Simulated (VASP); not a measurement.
Crystal: Sn.

```
Sn
1.0
    -2.94014    2.94014    1.59930
     2.94014   -2.94014    1.59930
     2.94014    2.94014   -1.59930
Sn
2
Direct
  0.75000 0.25000 0.50000
  0.00000 0.00000 0.00000
```

Base run:

| Item | Value |
| --- | --- |
| Program | VASP 6.6.1 |
| Functional | PBE |
| Potentials or basis | VASP PAW PBE potentials, release 64 (Sn_d) |
| Cutoff | 520 eV |
| k mesh | 12 × 12 × 12 |
| Occupations | fermi-dirac, width 0.05 eV |
| Spin | no spin polarisation |

Its results: band gap on the k mesh zero (bands 14 and 15 overlap by 4.06 eV); pressure 1.3 GPa.

Question: The run is repeated on the same cell with these changes: functional from PBE to PBEsol. What comes out?

Answer: Band gap on the k mesh zero (bands 14 and 15 overlap by 4.06 eV); pressure -1.6 GPa.

PBEsol binds more tightly than PBE, so the same cell stands under less pressure.

Caveats: spin-orbit coupling is left out, which moves the levels of the heavy elements; the PAW data sets were made with another functional, which shifts forces and pressure a little (at least some runs).
